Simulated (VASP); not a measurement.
# Rb (I4_1/amd) in VASP: a series of runs

The runs below take Rb through single point, with PBE.

All numbers are computed with VASP 6.6.1; they aren't measurements. Logs are shortened: lines on timing, memory, paths and dates and some standing lists are left out, and cuts for length are marked.

## (1) The cell of the first run

Symmetry: I4_1/amd, No. 141, tetragonal system. The conventional cell has a = 7.005 Å, b = 7.005 Å, c = 3.808 Å, α = 90.00°, β = 90.00°, γ = 90.00°. Within 4.8 Å of Rb (site symmetry -4m2) lie 10 Rb at 3.63 to 4.52 Å.

## (2) Single point, PBE

INCAR

```
ALGO = Normal ; EDIFF = 1E-6
ENCUT = 520 ; GGA = PE
ISIF = 2 ; ISMEAR = -1
LASPH = True ; LCHARG = True
LELF = True ; LREAL = False
LVHAR = True ; LWAVE = False
NBANDS = 16 ; NELM = 80
PREC = Accurate ; SIGMA = 0.1
```

KPOINTS

```
k-points
0
Gamma
  11 11 11
```

POSCAR

```
Rb
1.0
   -3.5025122788      3.5025122788      1.9041676173
    3.5025122788     -3.5025122788      1.9041676173
    3.5025122788      3.5025122788     -1.9041676173
Rb
2
Direct
   -0.3750000000     -0.1250000000     -0.2500000000
    0.3750000000      0.1250000000      0.2500000000
```

Potentials or basis: VASP PAW PBE potentials, release 64 (Rb_sv).

Run with:

```sh
$ cat potpaw_PBE.64/Rb_sv/POTCAR > POTCAR
$ mpirun -np 1 vasp_std > vasp.out
```

OUTCAR:

```text
EDIFF = 1E-6
   ENCUT = 520
   GGA = PE
   ISIF = 2
   ISMEAR = -1
   LASPH = True
   LREAL = False
   NELM = 80
   PREC = Accurate

 ion  position               nearest neighbor table
   1  0.625  0.875  0.750-   2 3.63   2 3.63   2 3.63   2 3.63   2 4.52   2 4.52   2 4.52   2 4.52

   2  0.375  0.125  0.250-   1 3.63   1 3.63   1 3.63   1 3.63   1 4.52   1 4.52   1 4.52   1 4.52

  LATTYP: Found a body centered tetragonal cell.
 ALAT       =     7.0050245576
 C/A-ratio  =     0.5436576565

  Lattice vectors:

 A1 = (  -3.5025122788,   3.5025122788,   1.9041676173)
 A2 = (   3.5025122788,  -3.5025122788,   1.9041676173)
 A3 = (   3.5025122788,   3.5025122788,  -1.9041676173)

Analysis of symmetry for initial positions (statically):
=====================================================================
 Subroutine PRICEL returns:
 Original cell was already a primitive cell.

 Routine SETGRP: Setting up the symmetry group for a
 body centered tetragonal supercell.

 Subroutine GETGRP returns: Found 16 space group operations
 (whereof  4 operations were pure point group operations)
 out of a pool of 16 trial point group operations.

The static configuration has the point symmetry C_2h.
 The point group associated with its full space group is D_4h.

Analysis of symmetry for dynamics (positions and initial velocities):
=====================================================================
 Subroutine PRICEL returns:
 Original cell was already a primitive cell.

 Routine SETGRP: Setting up the symmetry group for a
 body centered tetragonal supercell.

 Subroutine GETGRP returns: Found 16 space group operations
 (whereof  4 operations were pure point group operations)
 out of a pool of 16 trial point group operations.

The dynamic configuration has the point symmetry C_2h.
 The point group associated with its full space group is D_4h.

 Subroutine INISYM returns: Found 16 space group operations
 (whereof  4 operations are pure point group operations),
 and found     1 'primitive' translations

----------------------------------------------------------------------------------------

                                     Primitive cell

  volume of cell :      93.4382

  direct lattice vectors                    reciprocal lattice vectors
    -3.502512279  3.502512279  1.904167617     0.000000000  0.142754674  0.262581926
     3.502512279 -3.502512279  1.904167617     0.142754674  0.000000000  0.262581926
     3.502512279  3.502512279 -1.904167617     0.142754674  0.142754674  0.000000000

  length of vectors
     5.306697546  5.306697546  5.306697546     0.298878177  0.298878177  0.201885597

  position of ions in fractional coordinates (direct lattice)
     0.625000000  0.875000000  0.750000000
     0.375000000  0.125000000  0.250000000

  ion indices of the primitive-cell ions
   primitive index   ion index
                 1           1
                 2           2

----------------------------------------------------------------------------------------

 KPOINTS: k-points

Automatic generation of k-mesh.
 Grid dimensions read from file:
 generate k-points for:   11   11   11

 Generating k-lattice:

  Cartesian coordinates                     Fractional coordinates (reciprocal lattice)
     0.000000000  0.012977698  0.023871084     0.090909091 -0.000000000  0.000000000
     0.012977698  0.000000000  0.023871084    -0.000000000  0.090909091  0.000000000
     0.012977698  0.012977698  0.000000000     0.000000000  0.000000000  0.090909091

  Length of vectors
     0.027170743  0.027170743  0.018353236

  Shift w.r.t. Gamma in fractional coordinates (k-lattice)
     0.000000000  0.000000000  0.000000000

 Subroutine IBZKPT returns following result:
 ===========================================

 Found    126 irreducible k-points:

 Following reciprocal coordinates:
            Coordinates               Weight
  0.000000  0.000000  0.000000      1.000000
  0.090909  0.000000  0.000000      8.000000
  0.181818 -0.000000  0.000000      8.000000
  0.272727  0.000000  0.000000      8.000000
  0.363636  0.000000  0.000000      8.000000
  0.454545 -0.000000  0.000000      8.000000
[... 16 lines left out ...]
 -0.272727  0.181818  0.000000     16.000000
 -0.181818  0.181818  0.000000      4.000000
 [... further k-points ...]
   k-points           NKPTS =    126   k-points in BZ     NKDIM =    126   number of bands    NBANDS=     16
   number of dos      NEDOS =    301   number of ions     NIONS =      2
   total plane-waves  NPLWV =  64000
   dimension x,y,z NGX =    40 NGY =   40 NGZ =   40
   dimension x,y,z NGXF=    80 NGYF=   80 NGZF=   80
   ions per type =               2
   NGX,Y,Z   is equivalent  to a cutoff of  12.53, 12.53, 12.53 a.u.
   NGXF,Y,Z  is equivalent  to a cutoff of  25.06, 25.06, 25.06 a.u.
 SYSTEM =  unknown system
   PREC   = accura    normal or accurate (medium, high low for compatibility)
   ISTART =      0    job   : 0-new  1-cont  2-samecut
   ICHARG =      2    charge: 1-file 2-atom 10-const
   ISPIN  =      1    spin polarized calculation?
   LNONCOLLINEAR =      F non collinear calculations
   LSORBIT =      F    spin-orbit coupling
   LASPH  =      T    aspherical Exc in radial PAW
   ENCUT  =  520.0 eV  38.22 Ry    6.18 a.u.   9.87  9.87  9.87*2*pi/ulx,y,z
   NELM   =     80;   NELMIN=  2; NELMDL= -5     # of ELM steps
   EDIFF  = 0.1E-05   stopping-criterion for ELM
   LREAL  =      F    real-space projection
   EDIFFG = 0.1E-04   stopping-criterion for IOM
   NSW    =      0    number of steps for IOM
   IBRION =     -1    ionic relax: 0-MD 1-quasi-New 2-CG
   NFREE  =      0    steps in history (QN), initial steepest desc. (CG)
   ISIF   =      2    stress and relaxation
   ISYM   =      2    0-nonsym 1-usesym 2-fastsym
   POTIM  = 0.5000    time-step for ionic-motion
   TEBEG  =    0.0;   TEEND  =   0.0 temperature during run
   PSTRESS=    0.0 pullay stress
   NELECT =      18.0000    total number of electrons
   NUPDOWN=      -1.0000    fix difference up-down
   EMIN   =  10.00;   EMAX   =-10.00  energy-range for DOS
   EFERMI =   0.00;   METHOD = LEGACY
   ISMEAR =    -1;   SIGMA  =   0.10  broadening in eV -4-tet -1-fermi 0-gaus
   EFERMI_NEDOS =   21; number of points for ismear=-14 and -15
   IALGO  =     38    algorithm
   IMIX   =      4    mixing-type and parameters
     AMIX     =   0.40;   BMIX     =  1.00
     AMIX_MAG =   1.60;   BMIX_MAG =  1.00
  volume/ion in A,a.u.               =      46.72       315.28
  Fermi-wavevector in a.u.,A,eV,Ry     =   0.945491  1.786719 12.162978  0.893954
  Thomas-Fermi vector in A             =   2.073398
   LORBIT       =      0    0 simple, 1 ext, 2 COOP (PROOUT), +10 PAW based schemes
   GGA     = PE    functional components
   LHFCALC =     F    Hartree Fock is set to
   AEXX    =    0.0000 exact exchange contribution
   IVDW    =     0    specifies the selected vdW correction
   LEPSILON=     F    determine dielectric tensor
   LRPA    =     F    only Hartree local field effects (RPA)
 non-spin polarized calculation
  energy-cutoff  :      520.00
  volume of cell :       93.44
 maximum number of plane-waves:      2535
   NGX = 19   NGY = 19   NGZ = 19

 number of electron      18.0000000 magnetization

 Free energy of the ion-electron system (eV)
  ---------------------------------------------------
  ext. energy  EPLUGINS =         0.00000000
  ---------------------------------------------------
  free energy    TOTEN  =        -0.68564677 eV

  energy without entropy =       -0.60473667  energy(sigma->0) =       -0.64519172

 E-fermi :   2.1619     XC(G=0):  -7.3828

 val. band max:        2.1609178459   @ k =  -0.4545  -0.4545   0.3636
 cond. band min:       2.1647019519   @ k =  -0.3636   0.2727  -0.0000
 fundamental gap:      0.0037841060
 Fermi energy:         2.1618548226

 k-point     1 :       0.0000    0.0000    0.0000
  band No.  band energies     occupation
      1     -26.9615      2.00000
      2     -26.7923      2.00000
      3     -11.3924      2.00000
      4     -11.3924      2.00000
      5     -10.7019      2.00000
      6     -10.6944      2.00000
[... 8 lines left out ...]
     15       6.3947      0.00000
     16       7.5451      0.00000

 k-point     2 :       0.0909    0.0000    0.0000
  band No.  band energies     occupation
      1     -26.9547      2.00000
      2     -26.7916      2.00000
      3     -11.3871      2.00000
      4     -11.3690      2.00000
      5     -10.7602      2.00000
      6     -10.7518      2.00000
[... 8 lines left out ...]
     15       5.8516      0.00000
     16       7.6517      0.00000

 k-point     3 :       0.1818   -0.0000    0.0000
  band No.  band energies     occupation
      1     -26.9361      2.00000
      2     -26.7899      2.00000
      3     -11.3727      2.00000
      4     -11.3093      2.00000
      5     -10.9203      2.00000
      6     -10.8802      2.00000
[... 8 lines left out ...]
     15       6.0505      0.00000
     16       6.9539      0.00000

 k-point     4 :       0.2727    0.0000    0.0000
  band No.  band energies     occupation
      1     -26.9103      2.00000
      2     -26.7888      2.00000
      3     -11.3530      2.00000
      4     -11.2638      2.00000
      5     -11.1055      2.00000
      6     -11.0130      2.00000
[... 8 lines left out ...]
     15       6.2778      0.00000
     16       6.8368      0.00000
[... 324 lines left out ...]
 k-point    22 :      -0.3636    0.1818   -0.0000
  band No.  band energies     occupation
      1     -26.9128      2.00000
      2     -26.8128      2.00000
      3     -11.3544      2.00000
      4     -11.1867      2.00000
      5     -11.0079      2.00000
      6     -10.8675      2.00000
[... 8 lines left out ...]
     15       6.1427      0.00000
     16       6.8593      0.00000

 k-point    23 :      -0.2727    0.1818    0.0000
  band No.  band energies     occupation
      1     -26.9353      2.00000
      2     -26.8107      2.00000
      3     -11.3568      2.00000
      4     -11.2719      2.00000
      5     -10.8618      2.00000
      6     -10.7710      2.00000
[... 8 lines left out ...]
     15       6.3934      0.00000
     16       7.2214      0.00000

 k-point    24 :      -0.1818    0.1818    0.0000
  band No.  band energies     occupation
      1     -26.9480      2.00000
      2     -26.8057      2.00000
      3     -11.3529      2.00000
      4     -11.3432      2.00000
      5     -10.7749      2.00000
      6     -10.7267      2.00000
[... 8 lines left out ...]
     15       6.6633      0.00000
     16       7.8463      0.00000

 [... further k-points ...]

------------------------ aborting loop because EDIFF is reached ----------------------------------------

  FORCE on cell =-STRESS in cart. coord.  units (eV):
  Direction    XX          YY          ZZ          XY          YZ          ZX
  --------------------------------------------------------------------------------------
  -------------------------------------------------------------------------------------
  Total        3.6194031      3.6194031      3.6152017      0.0000000     -0.0000000     -0.0000000
  in kB       62.0616106     62.0616106     61.9895688      0.0000000     -0.0000000     -0.0000000
  external PRESSURE =      62.0375967 kB  Pullay stress =       0.0000000 kB

 VOLUME and BASIS-vectors are now :
 -----------------------------------------------------------------------------
  energy-cutoff  :      520.00
  volume of cell :       93.44
      direct lattice vectors                 reciprocal lattice vectors
    -3.502512279  3.502512279  1.904167617     0.000000000  0.142754674  0.262581926
     3.502512279 -3.502512279  1.904167617     0.142754674  0.000000000  0.262581926
     3.502512279  3.502512279 -1.904167617     0.142754674  0.142754674  0.000000000

 POSITION                                       TOTAL-FORCE (eV/Angst)
 -----------------------------------------------------------------------------------
      3.50251      1.75126      1.42813         0.000000     -0.000000      0.000000
     -0.00000      1.75126      0.47604        -0.000000      0.000000     -0.000000
 -----------------------------------------------------------------------------------
    total drift:                               -0.000000     -0.000000      0.000000

  FREE ENERGIE OF THE ION-ELECTRON SYSTEM (eV)
  ---------------------------------------------------
  free  energy   TOTEN  =        -0.6856467688 eV

  energy  without entropy=       -0.6047366724  energy(sigma->0) =       -0.64519172
```

Wall time 67 s (1 thread of Intel Xeon 6975P-C (Granite Rapids), shared host); peak memory 0.32 GiB.

What came out:

```yaml
Free_energy: -0.6856 eV
Pressure: 6.2 GPa
Band_gap_on_the_k_mesh: zero (bands 9 and 10 overlap by 1.47 eV)
```

Levels at points of the mesh, in eV from the Fermi level:
| k point | band 5 | band 6 | band 7 | band 8 | band 9 | band 10 | band 11 | band 12 | band 13 | band 14 |
| --- | --- | --- | --- | --- | --- | --- | --- | --- | --- | --- |
| (0.00, 0.00, 0.00) | -12.86 | -12.86 | -12.80 | -12.80 | -2.84 | -0.18 | 1.96 | 2.47 | 3.16 | 4.23 |

Caveat: the cell stands under pressure.

## (3) Single point, PBE

INCAR

```
SYSTEM = Rb
ALGO = Normal ; EDIFF = 1E-6
ENCUT = 520 ; GGA = PE
ISIF = 2 ; ISMEAR = -1
LASPH = .True. ; LCHARG = .False.
LREAL = .False. ; LWAVE = .False.
NBANDS = 16 ; NELM = 80
PREC = Accurate ; SIGMA = 0.1
```

KPOINTS

```
k-points
0
Gamma
  11 11 11
  0 0 0
```

POSCAR is that of step 2.

Potentials or basis: VASP PAW PBE potentials, release 64 (Rb_sv).

Run with:

```sh
$ cat potpaw_PBE.64/Rb_sv/POTCAR > POTCAR
$ mpirun -np 1 vasp_std > vasp.out
```

It took 62 s on 1 thread of Intel Xeon 6975P-C (Granite Rapids), shared host; peak memory 0.32 GiB.

The run converged. Its results:

| Property | Result |
| --- | --- |
| Free energy | -0.6856 eV |
| Pressure | 6.2 GPa |
| Band gap on the k mesh | zero (bands 9 and 10 overlap by 1.47 eV) |

Levels at points of the mesh, in eV from the Fermi level:
| k point | band 5 | band 6 | band 7 | band 8 | band 9 | band 10 | band 11 | band 12 | band 13 | band 14 |
| --- | --- | --- | --- | --- | --- | --- | --- | --- | --- | --- |
| (0.00, 0.00, 0.00) | -12.86 | -12.86 | -12.80 | -12.80 | -2.84 | -0.18 | 1.96 | 2.47 | 3.16 | 4.23 |

Caveat: the cell stands under pressure.
